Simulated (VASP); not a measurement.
Crystal: ZrSnSe3.

```
Zr Sn Se
1.0
     4.92347    0.00000    0.00000
     0.00000    4.92347    0.00000
     0.00000    0.00000    4.91625
Zr Sn Se
1 1 3
Direct
  0.50000 0.50000 0.48507
  0.00000 0.00000 0.99676
  0.50000 0.00000 0.48536
  0.50000 0.50000 0.98504
  0.00000 0.50000 0.48536
```

The cell was generated, and may not be a known phase.

* Program: VASP 6.6.1
* Task: relaxation of cell and atoms
* Functional: PBE
* Potentials or basis: VASP PAW PBE potentials, release 64 (Zr_sv, Sn_d, Se)
* Cutoff: 600 eV
* k mesh: 4 × 4 × 4
* Occupations: gaussian, width 0.1 eV
* Spin: no spin polarisation

At the start: pressure 15.6 GPa; volume 23.83 Å³/atom.

Task: Where does the relaxation end?

Result: Over 54 steps the energy falls by 405.0 meV/atom and the volume is 31.25 Å³/atom (+31.1 %); space group P4mm (No. 99, to 0.1 Å) before and after.

The path:
```csv
step,energy change (eV),largest force (eV/Å),pressure (GPa),volume (Å³)
1,0.0000,0.1313,15.56,119.17
3,-0.9755,0.1918,-0.11,142.72
5,-0.9779,0.2246,0.10,142.23
7,-1.0164,0.5275,0.11,142.34
9,-1.3882,1.0841,0.50,142.75
11,-1.6957,1.3499,1.88,143.20
13,-1.6979,1.3797,2.02,143.25
15,-1.7015,1.3846,2.05,143.39
17,-1.7041,1.4040,2.17,143.97
19,-1.7092,1.3859,2.07,143.87
21,-1.7409,1.2904,1.57,144.90
23,-1.8272,0.9564,-0.16,149.08
25,-1.8564,0.6865,-1.55,153.53
27,-1.9016,0.1420,-0.19,151.16
29,-1.9224,0.2779,0.62,149.41
31,-1.9315,0.3653,0.41,150.13
33,-1.9522,0.4592,-0.49,153.29
35,-1.9569,1.0195,0.05,155.17
37,-1.9829,0.3555,-0.12,154.18
39,-1.9698,1.3978,1.07,152.61
41,-2.0128,0.4081,0.32,153.85
43,-2.0204,0.1148,-0.03,154.36
45,-2.0218,0.0741,0.07,154.15
47,-2.0223,0.0710,0.08,154.26
49,-2.0228,0.0544,-0.04,154.96
51,-2.0238,0.0584,0.06,155.16
53,-2.0242,0.0650,0.07,155.49
54,-2.0248,0.0371,0.00,156.27
```

Final structure:
```
Zr Sn Se
1.0
     5.08080    0.00000    0.00000
     0.00000    5.08080    0.00000
     0.00000    0.00000    6.05363
Zr Sn Se
1 1 3
Direct
  0.50000 0.50000 0.54558
  0.00000 0.00000 0.15095
  0.50000 0.00000 0.39823
  0.50000 0.50000 0.94461
  0.00000 0.50000 0.39823
```

Caveat: the volume moved by over 15 % at a fixed basis, so the end points are rough.
